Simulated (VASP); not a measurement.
The system is KCl.

```
CELL_PARAMETERS angstrom
3.77081 0.00000 0.00000
0.00000 3.87224 0.00000
0.00000 0.00000 3.77081
ATOMIC_POSITIONS crystal
K 0.00000 0.00000 0.00000
Cl 0.50000 0.50000 0.50000
```

This cell differs from its parent crystal: uniaxial y strain +2.7%.

Base run:

| Item | Value |
| --- | --- |
| Program | VASP 6.6.1 |
| Functional | PBE |
| Potentials or basis | VASP PAW PBE potentials, release 64 (K_sv, Cl) |
| Cutoff | 520 eV |
| k mesh | 4 × 4 × 4 |
| Occupations | gaussian, width 0.01 eV |
| Spin | no spin polarisation |

Its results: band gap on the k mesh 4.86 eV, indirect (least direct gap 5.06 eV); pressure 0.5 GPa.

Task: The run is repeated on the same cell with these changes: functional from PBE to r2SCAN; k mesh from 4 × 4 × 4 to 8 × 8 × 8. What comes out?

Result: Band gap on the k mesh 5.63 eV, indirect (least direct gap 5.83 eV); pressure -0.6 GPa.

Several settings changed at once, so the effect can't be laid on one alone.

Caveats: the PAW data sets were made with another functional, which shifts forces and pressure a little (some runs).

A k mesh can miss the band edges.
